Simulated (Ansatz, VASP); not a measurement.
**One calculation of ZnSe7, two programs**

```
Zn Se
1.0
     4.16325   -4.30482    0.00000
     4.16325    4.30482    0.00000
     0.00000    0.00000    7.32685
Zn Se
1 7
Direct
  0.50000 0.50000 0.00000
  0.69515 0.30485 0.50000
  0.30485 0.69515 0.50000
  0.00000 0.50000 0.17944
  0.50000 0.00000 0.82056
  0.00000 0.50000 0.82056
  0.50000 0.00000 0.17944
  0.00000 0.00000 0.00000
```

Alike in both runs: task relaxation of cell and atoms; functional PBE; k mesh 3 × 3 × 2; occupations gaussian, width 0.2 eV; no spin polarisation.

|  | VASP | Ansatz |
| --- | --- | --- |
| version | VASP 6.6.1 | Ansatz 0.2.0 |
| potentials or method | VASP PAW PBE potentials, release 64 (Zn, Se), cutoff 600 eV | scalar-relativistic, plane waves, PAW |
| valence electrons in the cell | 54 | 124 |

Ansatz gave:

| Item | Value |
| --- | --- |
| gap on the k mesh at the Fermi level, each at its own relaxed structure (eV) | none |
| relaxed volume (Å³/atom) | 22.00 |
| relaxed length of the cell vector where the two differ most in proportion (Å) | 7.346 |

**Question.** Estimate VASP's values.

**Answer.** gap on the k mesh at the Fermi level, each at its own relaxed structure (eV): none; relaxed volume (Å³/atom): 22.36; relaxed length of the cell vector where the two differ most in proportion (Å): 7.169.

A gap of «none» marks a metal or a gap that the smearing closes. VASP's potentials hold 54 valence electrons a cell and Ansatz's 124, so a difference there can come from the potentials and not from the codes.

The k mesh is coarse, so the values compare programs but aren't converged. Noted on VASP's run: the volume moved by over 15 % at a fixed basis, so the end points are rough.
